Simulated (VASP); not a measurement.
# Li in VASP: notebook

The runs below take Li through relaxation of cell and atoms, single point, with PBE0, PBE.

Everything below comes from runs of VASP 6.6.1. Logs are shortened: lines on timing, memory, paths and dates and some standing lists are left out, and cuts for length are marked.

### 1 The cell of the first run

Symmetry: Im-3m, No. 229, cubic system. The conventional cell has a = 3.509 Å, b = 3.509 Å, c = 3.509 Å, α = 90.00°, β = 90.00°, γ = 90.00°. Within 4.0 Å of Li (site symmetry m-3m) lie 14 Li at 3.04 to 3.51 Å.

### 2 Relaxation of cell and atoms, PBE0

The input, POSCAR:

```
Li
1.0
   -1.7546500000      1.7546500000      1.7546500000
    1.7546500000     -1.7546500000      1.7546500000
    1.7546500000      1.7546500000     -1.7546500000
Li
1
Direct
    0.0000000000      0.0000000000      0.0000000000
```

The input, INCAR.step1:

```
SYSTEM = Li
ALGO = Normal
EDIFF = 1E-5
ENCUT = 600
GGA = PE
ISMEAR = -1
LASPH = .TRUE.
LCHARG = .FALSE.
LREAL = .FALSE.
LWAVE = .TRUE.
NBANDS = 8
NELM = 80
PREC = Accurate
SIGMA = 0.05
```

The input, INCAR.step2:

```
SYSTEM = Li
AEXX = 0.25
ALGO = Normal
EDIFF = 1E-6
EDIFFG = -0.01
ENCUT = 600
GGA = PE
IBRION = 2
ISIF = 3
ISMEAR = -1
ISTART = 1
LASPH = .TRUE.
LCHARG = .FALSE.
LHFCALC = .TRUE.
LREAL = .FALSE.
LWAVE = .FALSE.
NELM = 80
NSW = 60
PREC = Accurate
PRECFOCK = Normal
SIGMA = 0.05
```

The input, KPOINTS:

```
k-points
0
G
  6 6 6
  0 0 0
```

Potentials or basis: VASP PAW PBE potentials, release 64 (Li_sv).

Run with:

```console
> cat potpaw_PBE.64/Li_sv/POTCAR > POTCAR
> cp INCAR.step1 INCAR
> mpirun -np 1 vasp_std > vasp.out
> cp INCAR.step2 INCAR
> mpirun -np 1 vasp_std > vasp.out
```

OUTCAR:

```text
SYSTEM = Li
   AEXX = 0.25
   EDIFF = 1E-6
   EDIFFG = -0.01
   ENCUT = 600
   GGA = PE
   IBRION = 2
   ISIF = 3
   ISMEAR = -1
   ISTART = 1
   LASPH = .TRUE.
   LHFCALC = .TRUE.
   LREAL = .FALSE.
   NELM = 80
   NSW = 60
   PREC = Accurate
   PRECFOCK = Normal

 ion  position               nearest neighbor table
   1  0.000  0.000  0.000-

  LATTYP: Found a body centered cubic cell.
 ALAT       =     3.5093000000

  Lattice vectors:

 A1 = (  -1.7546500000,   1.7546500000,   1.7546500000)
 A2 = (   1.7546500000,  -1.7546500000,   1.7546500000)
 A3 = (   1.7546500000,   1.7546500000,  -1.7546500000)

Analysis of symmetry for initial positions (statically):
=====================================================================
 Subroutine PRICEL returns:
 Original cell was already a primitive cell.

 Routine SETGRP: Setting up the symmetry group for a
 body centered cubic supercell.

 Subroutine GETGRP returns: Found 48 space group operations
 (whereof 48 operations were pure point group operations)
 out of a pool of 48 trial point group operations.

The static configuration has the point symmetry O_h .

Analysis of symmetry for dynamics (positions and initial velocities):
=====================================================================
 Subroutine PRICEL returns:
 Original cell was already a primitive cell.

 Routine SETGRP: Setting up the symmetry group for a
 body centered cubic supercell.

 Subroutine GETGRP returns: Found 48 space group operations
 (whereof 48 operations were pure point group operations)
 out of a pool of 48 trial point group operations.

The dynamic configuration has the point symmetry O_h .

 Subroutine INISYM returns: Found 48 space group operations
 (whereof 48 operations are pure point group operations),
 and found     1 'primitive' translations

----------------------------------------------------------------------------------------

                                     Primitive cell

  volume of cell :      21.6088

  direct lattice vectors                    reciprocal lattice vectors
    -1.754650000  1.754650000  1.754650000     0.000000000  0.284957114  0.284957114
     1.754650000 -1.754650000  1.754650000     0.284957114  0.000000000  0.284957114
     1.754650000  1.754650000 -1.754650000     0.284957114  0.284957114  0.000000000

  length of vectors
     3.039142950  3.039142950  3.039142950     0.402990215  0.402990215  0.402990215

  position of ions in fractional coordinates (direct lattice)
     0.000000000  0.000000000  0.000000000

  ion indices of the primitive-cell ions
   primitive index   ion index
                 1           1

----------------------------------------------------------------------------------------

 KPOINTS: k-points

Automatic generation of k-mesh.
 Grid dimensions read from file:
 generate k-points for:    6    6    6

 Generating k-lattice:

  Cartesian coordinates                     Fractional coordinates (reciprocal lattice)
     0.000000000  0.047492852  0.047492852     0.166666667  0.000000000  0.000000000
     0.047492852  0.000000000  0.047492852     0.000000000  0.166666667  0.000000000
     0.047492852  0.047492852  0.000000000     0.000000000  0.000000000  0.166666667

  Length of vectors
     0.067165036  0.067165036  0.067165036

  Shift w.r.t. Gamma in fractional coordinates (k-lattice)
     0.000000000  0.000000000  0.000000000

 Subroutine IBZKPT returns following result:
 ===========================================

 Found     16 irreducible k-points:

 Following reciprocal coordinates:
            Coordinates               Weight
  0.000000  0.000000  0.000000      1.000000
  0.166667  0.000000  0.000000     12.000000
  0.333333  0.000000  0.000000     12.000000
  0.500000  0.000000  0.000000      6.000000
  0.166667  0.166667  0.000000     24.000000
  0.333333  0.166667  0.000000     48.000000
[... 8 lines left out ...]
  0.500000  0.500000  0.333333     12.000000
  0.500000  0.500000  0.500000      1.000000
   k-points           NKPTS =     16   k-points in BZ     NKDIM =    216   number of bands    NBANDS=      5
   number of dos      NEDOS =    301   number of ions     NIONS =      1
   total plane-waves  NPLWV =  13824
   dimension x,y,z NGX =    24 NGY =   24 NGZ =   24
   dimension x,y,z NGXF=    48 NGYF=   48 NGZF=   48
   ions per type =               1
   NGX,Y,Z   is equivalent  to a cutoff of  13.13, 13.13, 13.13 a.u.
   NGXF,Y,Z  is equivalent  to a cutoff of  26.26, 26.26, 26.26 a.u.
 SYSTEM =  Li
   PREC   = accura    normal or accurate (medium, high low for compatibility)
   ISTART =      1    job   : 0-new  1-cont  2-samecut
   ICHARG =      0    charge: 1-file 2-atom 10-const
   ISPIN  =      1    spin polarized calculation?
   LNONCOLLINEAR =      F non collinear calculations
   LSORBIT =      F    spin-orbit coupling
   LASPH  =      T    aspherical Exc in radial PAW
   ENCUT  =  600.0 eV  44.10 Ry    6.64 a.u.   6.07  6.07  6.07*2*pi/ulx,y,z
   NELM   =     80;   NELMIN=  2; NELMDL=  0     # of ELM steps
   EDIFF  = 0.1E-05   stopping-criterion for ELM
   LREAL  =      F    real-space projection
   EDIFFG = -.1E-01   stopping-criterion for IOM
   NSW    =     60    number of steps for IOM
   IBRION =      2    ionic relax: 0-MD 1-quasi-New 2-CG
   NFREE  =      1    steps in history (QN), initial steepest desc. (CG)
   ISIF   =      3    stress and relaxation
   ISYM   =      3    0-nonsym 1-usesym 2-fastsym
   POTIM  = 0.5000    time-step for ionic-motion
   TEBEG  =    0.0;   TEEND  =   0.0 temperature during run
   PSTRESS=    0.0 pullay stress
   NELECT =       3.0000    total number of electrons
   NUPDOWN=      -1.0000    fix difference up-down
   EMIN   =  10.00;   EMAX   =-10.00  energy-range for DOS
   EFERMI =   0.00;   METHOD = LEGACY
   ISMEAR =    -1;   SIGMA  =   0.05  broadening in eV -4-tet -1-fermi 0-gaus
   EFERMI_NEDOS =   21; number of points for ismear=-14 and -15
   IALGO  =     38    algorithm
   IMIX   =      1    mixing-type and parameters
     AMIX     =   0.40;   BMIX     =  1.00
     AMIX_MAG =   1.60;   BMIX_MAG =  1.00
  volume/ion in A,a.u.               =      21.61       145.82
  Fermi-wavevector in a.u.,A,eV,Ry     =   0.847692  1.601906  9.776898  0.718582
  Thomas-Fermi vector in A             =   1.963238
   LORBIT       =      0    0 simple, 1 ext, 2 COOP (PROOUT), +10 PAW based schemes
   GGA     = PE    functional components
   LHFCALC =     T    Hartree Fock is set to
   PRECFOCK=normal    Normal, Fast or Accurate (Low or Medium for compatibility)
   ENCUT4O =  -1.0   cutoff for four orbital integrals eV
   NKREDX  =     1    reduce k-point grid by
   NKREDY  =     1    reduce k-point grid by
   NKREDZ  =     1    reduce k-point grid by
   AEXX    =    0.2500 exact exchange contribution
   HFSCREEN=    0.0000 screening length (either q_TF or 0.3 A-1)
   HFSCREENC=   0.0000 screening length for correlation (either q_TF or 0.3 A-1)
   ENCUTFOCK=  -1.0 apply spherical cutoff to Coloumb kernel
   IVDW    =     0    specifies the selected vdW correction
   LEPSILON=     F    determine dielectric tensor
   LRPA    =     F    only Hartree local field effects (RPA)
 conjugate gradient relaxation of ions
 non-spin polarized calculation
  energy-cutoff  :      600.00
  volume of cell :       21.61
 maximum number of plane-waves:       736
  NGX = 20; NGY = 20; NGZ = 20

--------------------------------------- Ionic step        1  -------------------------------------------

 number of electron       2.9999991 magnetization

 Free energy of the ion-electron system (eV)
  ---------------------------------------------------
  ext. energy  EPLUGINS =         0.00000000
  ---------------------------------------------------
  free energy    TOTEN  =        -2.08867487 eV

  energy without entropy =       -2.07344541  energy(sigma->0) =       -2.08106014

------------------------ aborting loop because EDIFF is reached ----------------------------------------

  FORCE on cell =-STRESS in cart. coord.  units (eV):
  Direction    XX          YY          ZZ          XY          YZ          ZX
  --------------------------------------------------------------------------------------
  -------------------------------------------------------------------------------------
  Total       -0.0692092     -0.0692092     -0.0692092      0.0000000      0.0000000     -0.0000000
  in kB       -5.1314804     -5.1314804     -5.1314804      0.0000000      0.0000000     -0.0000000
  external PRESSURE =      -5.1314804 kB  Pullay stress =       0.0000000 kB

 VOLUME and BASIS-vectors are now :
 -----------------------------------------------------------------------------
  energy-cutoff  :      600.00
  volume of cell :       21.61
      direct lattice vectors                 reciprocal lattice vectors
    -1.754650000  1.754650000  1.754650000     0.000000000  0.284957114  0.284957114
     1.754650000 -1.754650000  1.754650000     0.284957114  0.000000000  0.284957114
     1.754650000  1.754650000 -1.754650000     0.284957114  0.284957114  0.000000000
[... 36 lines left out ...]
 POSITION                                       TOTAL-FORCE (eV/Angst)
 -----------------------------------------------------------------------------------
      0.00000     -0.00000      0.00000         0.000000      0.000000      0.000000
 -----------------------------------------------------------------------------------
    total drift:                               -0.000000      0.000000     -0.000000

  FREE ENERGIE OF THE ION-ELECTRON SYSTEM (eV)
  ---------------------------------------------------
  free  energy   TOTEN  =        -2.0892639951 eV

  energy  without entropy=       -2.0740345308  energy(sigma->0) =       -2.08164926

--------------------------------------- Ionic step        3  -------------------------------------------

 number of electron       2.9999993 magnetization

 Free energy of the ion-electron system (eV)
  ---------------------------------------------------
  ext. energy  EPLUGINS =         0.00000000
  ---------------------------------------------------
  free energy    TOTEN  =        -2.09009004 eV

  energy without entropy =       -2.07486055  energy(sigma->0) =       -2.08247529

 E-fermi :   0.6417     XC(G=0):  -5.5242

 val. band max:       -0.2154845950   @ k =   0.1667   0.1667   0.1667
 cond. band min:       0.6542961812   @ k =   0.3333   0.1667   0.0000
 fundamental gap:      0.8697807762
 Fermi energy:         0.6417302550

 k-point     1 :       0.0000    0.0000    0.0000
  band No.  band energies     occupation
      1     -50.0941      2.00000
      2      -4.2045      2.00000
      3      16.1762      0.00000
      4      16.1762      0.00000
      5      16.1763      0.00000

 k-point     2 :       0.1667    0.0000    0.0000
  band No.  band energies     occupation
      1     -50.0895      2.00000
      2      -3.5538      2.00000
      3      12.8471      0.00000
      4      14.3911      0.00000
      5      15.3149      0.00000

 k-point     3 :       0.3333    0.0000    0.0000
  band No.  band energies     occupation
      1     -50.0800      2.00000
      2      -1.5531      2.00000
      3       7.6239      0.00000
      4      12.5504      0.00000
      5      13.9145      0.00000
[... 124 lines left out ...]
 POSITION                                       TOTAL-FORCE (eV/Angst)
 -----------------------------------------------------------------------------------
      0.00000     -0.00000      0.00000         0.000000      0.000000      0.000000
 -----------------------------------------------------------------------------------
    total drift:                               -0.000000      0.000000      0.000000

  FREE ENERGIE OF THE ION-ELECTRON SYSTEM (eV)
  ---------------------------------------------------
  free  energy   TOTEN  =        -2.0900900379 eV

  energy  without entropy=       -2.0748605498  energy(sigma->0) =       -2.08247529

 reached required accuracy - stopping structural energy minimisation
```

It took 3.5 min on 1 thread of Intel Xeon Platinum 8259CL at 2.50GHz (Skylake/Cascade Lake), shared host; peak memory 0.14 GiB.

Results:

```
Free energy                           : -2.0901 eV
Relaxed volume                        : 20.75 Å³/atom
Relaxed cell                          : a = 2.999 Å, b = 2.999 Å, c = 2.999 Å, α = 109.47°, β = 109.47°, γ = 109.47°
Space group after relaxing (to 0.1 Å) : Im-3m (No. 229)
Energy gained by relaxing             : 1.4 meV/atom
Ionic steps                           : 3
Pressure after relaxing               : -0.1 GPa
Band gap on the k mesh                : zero (an odd number of electrons rules out a gap without spin polarisation)
```

Step by step:
```
step  energy change (eV)  largest force (eV/Å)  pressure (GPa)  volume (Å³)
   1              0.0000                0.0000           -0.51        21.61
   2             -0.0006                0.0000           -0.40        21.39
   3             -0.0014                0.0000           -0.06        20.75
```

Final structure:
```xyz
1
Lattice="-1.7312 1.7312 1.7312 1.7312 -1.7312 1.7312 1.7312 1.7312 -1.7312" Properties=species:S:1:pos:R:3 pbc="T T T"
Li    0.0000    0.0000    0.0000
```

Levels at points of the mesh, in eV from the Fermi level:
| k point | band 1 | band 2 | band 3 | band 4 |
| --- | --- | --- | --- | --- |
| (0.00, 0.00, 0.00) | -50.74 | -4.85 | 15.53 | 15.53 |
| (0.50, 0.00, 0.00) | -50.72 | 0.59 | 3.74 | 11.26 |
| (0.50, 0.50, 0.50) | -50.71 | 6.34 | 6.34 | 6.34 |

Caveat: the k points lie up to 0.43 Å⁻¹ apart in the final cell, too coarse for converged energies and pressures of a metal; the cutoff is under 1.25 times the usual one of these potentials, so pressure, stress and relaxed cells hold a basis-set (Pulay) error; the PAW data sets were made with another functional, which shifts forces and pressure a little.

(Part 1 of 2 ends here.)

The gap in the log of VASP goes by the Fermi energy; the results here count the filled bands.